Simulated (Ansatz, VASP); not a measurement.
## One calculation of Te, two programs

File INCAR:

```
SYSTEM = Te
PREC = Accurate
ENCUT = 520
EDIFF = 1E-8
ISMEAR = -1
SIGMA = 0.08
LREAL = .False.
LASPH = .True.
NELM = 100
ALGO = Normal
ISIF = 2
LWAVE = .False.
LCHARG = .False.
GGA = PE
LEFG = .True.
NBANDS = 16
```

KPOINTS

```
regular mesh
0
Gamma
  9 9 6
  0 0 0
```

The input POSCAR:

```
Te
1.0
    4.4579994587      0.0000000000      0.0000000000
   -2.2289997294      3.8607407813      0.0000000000
    0.0000000000      0.0000000000      5.9842500000
Te
3
Direct
    0.7450000000      0.0000000000      0.3333333333
    0.0000000000      0.7450000000      0.6666666667
    0.2550000000      0.2550000000      0.0000000000
```

Input for Ansatz:

```yaml
crystal:
  lattice:
    - [4.4579994587, 0.0, 0.0]
    - [-2.2289997294, 3.8607407813, 0.0]
    - [0.0, 0.0, 5.98425]
  atoms:
    - { symbol: Te, position: [0.745, 0.0, 0.3333333333] }
    - { symbol: Te, position: [0.0, 0.745, 0.6666666667] }
    - { symbol: Te, position: [0.255, 0.255, 0.0] }
kpoints:
  mp_grid: { grid: [9, 9, 6] }
scf:
  occupations: { method: fermi_dirac, width: 0.08 }
hamiltonian:
  xc: pbe
  pseudopotentials: { kind: all_electron, datasets: crystal }
output:
  forces: true
  stress: true
  eigenvalues: true
  efg: { contact_densities: true }
```

Change from the starting cell: zz strain of +1 %, crystal datasets.

Alike in both runs: task electric field gradients; functional PBE; k mesh 9 × 9 × 6; occupations fermi-dirac, width 0.08 eV; no spin polarisation.

|  | VASP | Ansatz |
| --- | --- | --- |
| version | VASP 6.6.1 | Ansatz 0.2.0 |
| potentials or method | VASP PAW PBE potentials, release 64 (Te), cutoff 520 eV | all-electron PAW with datasets made for the crystal, scalar-relativistic |

VASP gave:

| Quantity | Value |
| --- | --- |
| pressure (GPa) | 2.4 |
| traceless stress, the component that is largest in VASP (GPa) | 0.39 |
| rms of the force components (eV/Å) | 0.314 |
| size of Vzz on the site where it differs most (V/Å²) | 564.3 |

Task: Which values does Ansatz return?

Result: Pressure (GPa): 2.4; traceless stress, the component that is largest in VASP (GPa): 0.35; rms of the force components (eV/Å): 0.302; size of Vzz on the site where it differs most (V/Å²): 589.5.

Atom by atom the forces differ by 0.012 eV/Å (rms over components). Ansatz ran all-electron here, and VASP with PAW potentials.

Spin-orbit coupling is off throughout.
